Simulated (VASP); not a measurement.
# Co5N in VASP: a series of runs

Runs on Co5N. Level: PBEsol. Tasks: single point.

Program: VASP 6.6.1. These are calculated values, not measurements. Logs are shortened: lines on timing, memory, paths and dates and some standing lists are left out, and cuts for length are marked.

## Step 1: The cell of the first run

The cell holds a slab with vacuum, 6 atoms: a = 2.456 Å, b = 2.456 Å, c = 26.939 Å, α = 90.00°, β = 90.00°, γ = 120.00°.

## Step 2: Single point, PBEsol, collinear spin, ferromagnetic start

The input, INCAR:

```
SYSTEM = Co5N
  ALGO = Normal
  DIPOL = 0.5 0.5 0.499
  EDIFF = 1E-6
  ENCUT = 520
  GGA = PS
  IDIPOL = 3
  ISIF = 2
  ISMEAR = 0
  ISPIN = 2
  LASPH = .True.
  LCHARG = .False.
  LDIPOL = .True.
  LMAXMIX = 4
  LORBIT = 11
  LREAL = .False.
  LWAVE = .False.
  MAGMOM = 1.94 1.87 1.83 1.86 1.92 3
  NBANDS = 38
  NELM = 150
  PREC = Accurate
  SIGMA = 0.1
```

The input, KPOINTS:

```
k-points
0
Gamma
  12 12 1
  0 0 0
```

The input, POSCAR:

```
Co5N
1.0
    2.4564222732      0.0000000000      0.0000000000
   -1.2282111366      2.1273240910      0.0000000000
    0.0000000000      0.0000000000     26.9388271088
Co N
5 1
Direct
    0.6666666667      0.3333333333      0.3155296986
    0.3333333333      0.6666666667      0.3892042788
    0.6666666667      0.3333333333      0.4640783444
    0.3333333333      0.6666666667      0.5361330326
    0.6666666667      0.3333333333      0.6155730860
    0.6666666667      0.3333333333      0.6739783708
```

Potentials or basis: VASP PAW PBE potentials, release 64 (Co, N).

The run is started by

```
cat potpaw_PBE.64/Co/POTCAR potpaw_PBE.64/N/POTCAR > POTCAR
mpirun -np 1 vasp_std > vasp.out
```

OUTCAR:

```text
SYSTEM = Co5N
   EDIFF = 1E-6
   ENCUT = 520
   GGA = PS
   ISIF = 2
   ISMEAR = 0
   ISPIN = 2
   LASPH = .True.
   LORBIT = 11
   LREAL = .False.
   NELM = 150
   PREC = Accurate

 ion  position               nearest neighbor table
   1  0.667  0.333  0.316-   2 2.44   2 2.44   2 2.44
   2  0.333  0.667  0.389-   1 2.44   1 2.44   1 2.44   3 2.47   3 2.47   3 2.47
   3  0.667  0.333  0.464-   4 2.40   4 2.40   4 2.40   2 2.47   2 2.47   2 2.47
   4  0.333  0.667  0.536-   3 2.40   3 2.40   3 2.40   5 2.57   5 2.57   5 2.57
   5  0.667  0.333  0.616-   6 1.57   4 2.57   4 2.57   4 2.57
   6  0.667  0.333  0.674-   5 1.57

  LATTYP: Found a hexagonal cell.
 ALAT       =     2.4564222732
 C/A-ratio  =    10.9666922510

  Lattice vectors:

 A1 = (   2.4564222732,   0.0000000000,   0.0000000000)
 A2 = (  -1.2282111366,   2.1273240910,   0.0000000000)
 A3 = (   0.0000000000,   0.0000000000,  26.9388271088)

Analysis of symmetry for initial positions (statically):
=====================================================================
 Subroutine PRICEL returns:
 Original cell was already a primitive cell.

 Routine SETGRP: Setting up the symmetry group for a
 hexagonal supercell.

 Subroutine GETGRP returns: Found  6 space group operations
 (whereof  6 operations were pure point group operations)
 out of a pool of 24 trial point group operations.

The static configuration has the point symmetry C_3v.

Analysis of symmetry for dynamics (positions and initial velocities):
=====================================================================
 Subroutine PRICEL returns:
 Original cell was already a primitive cell.

 Routine SETGRP: Setting up the symmetry group for a
 hexagonal supercell.

 Subroutine GETGRP returns: Found  6 space group operations
 (whereof  6 operations were pure point group operations)
 out of a pool of 24 trial point group operations.

The dynamic configuration has the point symmetry C_3v.

Analysis of structural, dynamic, and magnetic symmetry:
=====================================================================
 Subroutine PRICEL returns:
 Original cell was already a primitive cell.

 Routine SETGRP: Setting up the symmetry group for a
 hexagonal supercell.

 Subroutine GETGRP returns: Found  6 space group operations
 (whereof  6 operations were pure point group operations)
 out of a pool of 24 trial point group operations.

The overall configuration has the point symmetry C_3v.

 Subroutine INISYM returns: Found  6 space group operations
 (whereof  6 operations are pure point group operations),
 and found     1 'primitive' translations

----------------------------------------------------------------------------------------

                                     Primitive cell

  volume of cell :     140.7717

  direct lattice vectors                    reciprocal lattice vectors
     2.456422273  0.000000000  0.000000000     0.407096130  0.235037060  0.000000000
    -1.228211137  2.127324091  0.000000000     0.000000000  0.470074120  0.000000000
     0.000000000  0.000000000 26.938827109     0.000000000  0.000000000  0.037121141

  length of vectors
     2.456422273  2.456422273 26.938827109     0.470074120  0.470074120  0.037121141

  position of ions in fractional coordinates (direct lattice)
     0.666666667  0.333333333  0.315529699
     0.333333333  0.666666667  0.389204279
     0.666666667  0.333333333  0.464078344
     0.333333333  0.666666667  0.536133033
     0.666666667  0.333333333  0.615573086
     0.666666667  0.333333333  0.673978371

  ion indices of the primitive-cell ions
   primitive index   ion index
                 1           1
                 2           2
                 3           3
                 4           4
                 5           5
                 6           6

[... 28 lines left out ...]
  0.000000  0.000000  0.000000      1.000000
  0.083333  0.000000  0.000000      6.000000
  0.166667  0.000000  0.000000      6.000000
  0.250000  0.000000  0.000000      6.000000
  0.333333  0.000000  0.000000      6.000000
  0.416667 -0.000000  0.000000      6.000000
[... 11 lines left out ...]
  0.333333  0.250000  0.000000     12.000000
  0.333333  0.333333  0.000000      2.000000
   k-points           NKPTS =     19   k-points in BZ     NKDIM =     19   number of bands    NBANDS=     38
   number of dos      NEDOS =    301   number of ions     NIONS =      6
   total plane-waves  NPLWV =  64800
   dimension x,y,z NGX =    18 NGY =   18 NGZ =  200
   dimension x,y,z NGXF=    36 NGYF=   36 NGZF=  400
   ions per type =               5   1
   NGX,Y,Z   is equivalent  to a cutoff of  12.18, 12.18, 12.34 a.u.
   NGXF,Y,Z  is equivalent  to a cutoff of  24.36, 24.36, 24.68 a.u.
 SYSTEM =  Co5N
   PREC   = accura    normal or accurate (medium, high low for compatibility)
   ISTART =      0    job   : 0-new  1-cont  2-samecut
   ICHARG =      2    charge: 1-file 2-atom 10-const
   ISPIN  =      2    spin polarized calculation?
   LNONCOLLINEAR =      F non collinear calculations
   LSORBIT =      F    spin-orbit coupling
   LASPH  =      T    aspherical Exc in radial PAW
   ENCUT  =  520.0 eV  38.22 Ry    6.18 a.u.   4.57  4.57 50.09*2*pi/ulx,y,z
   NELM   =    150;   NELMIN=  2; NELMDL= -5     # of ELM steps
   EDIFF  = 0.1E-05   stopping-criterion for ELM
   LREAL  =      F    real-space projection
[... 7 lines left out ...]
   TEBEG  =    0.0;   TEEND  =   0.0 temperature during run
   PSTRESS=    0.0 pullay stress
   NELECT =      50.0000    total number of electrons
   NUPDOWN=      -1.0000    fix difference up-down
   EMIN   =  10.00;   EMAX   =-10.00  energy-range for DOS
   EFERMI =   0.00;   METHOD = LEGACY
   ISMEAR =     0;   SIGMA  =   0.10  broadening in eV -4-tet -1-fermi 0-gaus
   EFERMI_NEDOS =   21; number of points for ismear=-14 and -15
   IALGO  =     38    algorithm
   IMIX   =      4    mixing-type and parameters
     AMIX     =   0.40;   BMIX     =  1.00
     AMIX_MAG =   1.60;   BMIX_MAG =  1.00
  volume/ion in A,a.u.               =      23.46       158.33
  Fermi-wavevector in a.u.,A,eV,Ry     =   1.159382  2.190913 18.288482  1.344166
  Thomas-Fermi vector in A             =   2.295975
   LORBIT       =     11    0 simple, 1 ext, 2 COOP (PROOUT), +10 PAW based schemes
   GGA     = PS    functional components
   LHFCALC =     F    Hartree Fock is set to
   AEXX    =    0.0000 exact exchange contribution
   IVDW    =     0    specifies the selected vdW correction
   LEPSILON=     F    determine dielectric tensor
   LRPA    =     F    only Hartree local field effects (RPA)
 spin polarized calculation
 Gauss-broadening in eV      SIGMA  =   0.10
  energy-cutoff  :      520.00
  volume of cell :      140.77
 maximum number of plane-waves:      3849
   NGX =  9   NGY =  9   NGZ =101

 dipolmoment           0.000000      0.000000     -0.555674 electrons x Angstroem

 number of electron      49.9999970 magnetization      10.2039262

 number of electron      49.9999970 magnetization       6.6649041

 dipolmoment           0.000000      0.000000      0.056192 electrons x Angstroem

 Free energy of the ion-electron system (eV)
  ---------------------------------------------------
  ext. energy  EPLUGINS =         0.00000000
  ---------------------------------------------------
  free energy    TOTEN  =       -43.55824598 eV

  energy without entropy =      -43.53255480  energy(sigma->0) =      -43.54540039

 E-fermi :   0.7420     XC(G=0):  -6.4201

 val. band max:        0.7403030133   @ k =   0.2500   0.1667   0.0000
 cond. band min:       0.7661286457   @ k =   0.0833   0.0833   0.0000
 fundamental gap:      0.0258256324
 Fermi energy:         0.7420124906

 spin component 1

 k-point     1 :       0.0000    0.0000    0.0000
  band No.  band energies     occupation
      1     -15.4394      1.00000
      2      -8.1588      1.00000
      3      -7.1294      1.00000
      4      -5.8270      1.00000
      5      -4.9129      1.00000
      6      -4.6950      1.00000
[... 749 lines left out ...]
     36       7.7439      0.00000
     37       8.4381      0.00000
 Fermi energy:         0.7420124906

 spin component 2

 k-point     1 :       0.0000    0.0000    0.0000
  band No.  band energies     occupation
      1     -15.5260      1.00000
      2      -8.0837      1.00000
      3      -7.0584      1.00000
      4      -5.6988      1.00000
      5      -4.6216      1.00000
      6      -4.1519      1.00000
[... 749 lines left out ...]
     36       8.0005      0.00000
     37       8.9687      0.00000
 [bands above 37 left out]

------------------------ aborting loop because EDIFF is reached ----------------------------------------

 vacuum level on the upper side and lower side of the slab       (xc-potential included)         0.905        -0.947

  FORCE on cell =-STRESS in cart. coord.  units (eV):
  Direction    XX          YY          ZZ          XY          YZ          ZX
  --------------------------------------------------------------------------------------
  -------------------------------------------------------------------------------------
  Total       -1.5738420     -1.5738420     -0.1344173      0.0000000     -0.0000000      0.0000000
  in kB      -17.9125057    -17.9125057     -1.5298557      0.0000000     -0.0000000      0.0000000
  external PRESSURE =     -12.4516224 kB  Pullay stress =       0.0000000 kB

 VOLUME and BASIS-vectors are now :
 -----------------------------------------------------------------------------
  energy-cutoff  :      520.00
  volume of cell :      140.77
      direct lattice vectors                 reciprocal lattice vectors
     2.456422273  0.000000000  0.000000000     0.407096130  0.235037060  0.000000000
    -1.228211137  2.127324091  0.000000000     0.000000000  0.470074120  0.000000000
     0.000000000  0.000000000 26.938827109     0.000000000  0.000000000  0.037121141

 POSITION                                       TOTAL-FORCE (eV/Angst)
 -----------------------------------------------------------------------------------
      1.22821      0.70911      8.50000        -0.000000     -0.000000      0.437733
     -0.00000      1.41822     10.48471         0.000000     -0.000000     -0.405387
      1.22821      0.70911     12.50173         0.000000     -0.000000     -0.003270
     -0.00000      1.41822     14.44280        -0.000000     -0.000000     -0.000523
      1.22821      0.70911     16.58282         0.000000     -0.000000     -0.622625
      1.22821      0.70911     18.15619        -0.000000      0.000000      0.594073
 -----------------------------------------------------------------------------------
    total drift:                                0.000000      0.000001     -0.000156

  FREE ENERGIE OF THE ION-ELECTRON SYSTEM (eV)
  ---------------------------------------------------
  free  energy   TOTEN  =       -43.5582459822 eV

  energy  without entropy=      -43.5325547992  energy(sigma->0) =      -43.54540039

 vacuum level on the upper side and lower side of the slab         7.745         5.830

 total charge

# of ion       s       p       d       tot
------------------------------------------
    1        0.495   0.431   7.248   8.173
    2        0.502   0.555   7.285   8.342
    3        0.510   0.570   7.290   8.370
    4        0.504   0.546   7.280   8.330
    5        0.567   0.705   7.502   8.774
    6        1.382   2.071   0.000   3.453
--------------------------------------------------
tot          3.959   4.878  36.605  45.442

 magnetization (x)

# of ion       s       p       d       tot
------------------------------------------
    1       -0.012  -0.039   1.743   1.692
    2       -0.016  -0.050   1.697   1.631
    3       -0.012  -0.047   1.654   1.596
    4       -0.011  -0.043   1.635   1.581
    5       -0.004  -0.024   0.293   0.265
    6       -0.001  -0.056   0.000  -0.058
--------------------------------------------------
tot         -0.056  -0.260   7.023   6.707
```

Run time: 16 min. Hardware: 1 thread of Oxide Virtual Turin-like, shared host; peak memory 0.34 GiB.

Results:

```
Free energy                                           : -43.5582 eV
Largest force                                         : 0.623 eV/Å
Net moment                                            : 6.66 μB per cell
Site moments                                          : Co +1.69, +1.63, +1.60, +1.58, +0.27; N -0.06 μB
Valence electrons inside the program's atomic spheres : Co 8.17, 8.34, 8.37, 8.33, 8.77; N 3.45
```

Forces on the atoms (eV/Å):
```
Co   0.000  0.000  0.438
Co   0.000  0.000 -0.405
Co   0.000  0.000 -0.003
Co   0.000  0.000 -0.001
Co   0.000  0.000 -0.623
N    0.000  0.000  0.594
```

Levels at points of the mesh, in eV from the Fermi level:
Spin up:
| k point | band 24 | band 25 | band 26 | band 27 | band 28 | band 29 | band 30 | band 31 | band 32 | band 33 |
| --- | --- | --- | --- | --- | --- | --- | --- | --- | --- | --- |
| (0.00, 0.00, 0.00) | -1.72 | -1.51 | -1.33 | -1.33 | -0.96 | -0.96 | -0.82 | -0.82 | -0.19 | 2.69 |
| (0.50, 0.00, 0.00) | -0.54 | -0.45 | -0.43 | 0.09 | 0.81 | 1.19 | 1.64 | 1.99 | 2.42 | 3.11 |
Spin down:
```tsv
k point	band 18	band 19	band 20	band 21	band 22	band 23	band 24	band 25
(0.00, 0.00, 0.00)	-1.07	-1.02	-0.88	-0.88	-0.76	-0.76	-0.05	0.04
(0.50, 0.00, 0.00)	-0.43	-0.11	0.42	0.48	0.95	1.06	1.10	1.24
```

Caveat: the PAW data sets were made with another functional, which shifts forces and pressure a little. With open d or f shells a metallic result of PBEsol can be an artefact of self-interaction; +U or a hybrid may open a gap.

## Step 3: Single point, PBEsol, collinear spin, ferromagnetic start

The input, INCAR:

```
SYSTEM = Co5N
PREC = Accurate
ENCUT = 520
EDIFF = 1E-7
ISMEAR = 0
SIGMA = 0.1
LREAL = .FALSE.
LASPH = .TRUE.
NELM = 150
ALGO = Normal
ISIF = 2
LWAVE = .FALSE.
LCHARG = .FALSE.
ISPIN = 2
MAGMOM = 1.94 1.87 1.83 1.86 1.92 3
LORBIT = 11
LMAXMIX = 4
LDIPOL = .TRUE.
IDIPOL = 3
DIPOL = 0.5 0.5 0.496
GGA = PS
NBANDS = 38
```

The input, KPOINTS:

```
regular mesh
0
G
  12 12 1
  0 0 0
```

The input, POSCAR:

```
Co5N
1.0
    2.4564222732      0.0000000000      0.0000000000
   -1.2282111366      2.1273240910      0.0000000000
    0.0000000000      0.0000000000     26.9388271088
Co N
5 1
Direct
    0.6666666667      0.3333333333      0.3155296986
    0.3333333333      0.6666666667      0.3892042788
    0.6666666667      0.3333333333      0.4643566887
    0.3333333333      0.6666666667      0.5365773996
    0.6666666667      0.3333333333      0.6160509718
    0.0000000000      0.0000000000      0.6556695565
```

Potentials or basis: VASP PAW PBE potentials, release 64 (Co, N).

The run is started by

```
cat potpaw_PBE.64/Co/POTCAR potpaw_PBE.64/N/POTCAR > POTCAR
mpirun -np 1 vasp_std > vasp.out
```

Run time: 15 min. Hardware: 1 thread of Oxide Virtual Turin-like, shared host; peak memory 0.34 GiB.

It converged, with:

| Property | Result |
| --- | --- |
| Free energy | -44.9359 eV |
| Largest force | 0.430 eV/Å |
| Net moment | 7.10 μB per cell |
| Site moments | Co +1.73, +1.63, +1.61, +0.45; N +0.06 μB |
| Valence electrons inside the program's atomic spheres | Co 8.17, 8.34, 8.36, 8.32, 8.95; N 3.60 |

Forces on the atoms (eV/Å):
```
Co   0.000  0.000  0.430
Co   0.000  0.000 -0.393
Co   0.000  0.000  0.010
Co   0.000  0.000 -0.026
Co   0.000  0.000 -0.093
N    0.000  0.000  0.071
```

Levels at points of the mesh, in eV from the Fermi level:
Spin up:
```tsv
k point	band 25	band 26	band 27	band 28	band 29	band 30	band 31	band 32	band 33	band 34
(0.00, 0.00, 0.00)	-1.41	-1.41	-1.02	-1.02	-0.87	-0.87	-0.40	-0.03	3.42	3.42
(0.50, 0.00, 0.00)	-0.56	-0.50	-0.45	-0.06	1.16	1.25	2.38	2.45	3.21	6.44
```
Spin down:
```csv
k point,band 17,band 18,band 19,band 20,band 21,band 22,band 23,band 24,band 25,band 26
"(0.00, 0.00, 0.00)",-1.05,-1.05,-0.88,-0.88,-0.76,-0.76,-0.09,0.04,0.04,0.27
"(0.50, 0.00, 0.00)",-0.46,-0.45,-0.24,-0.21,0.43,0.55,1.06,1.11,1.22,1.29
```

Caveat: the PAW data sets were made with another functional, which shifts forces and pressure a little.
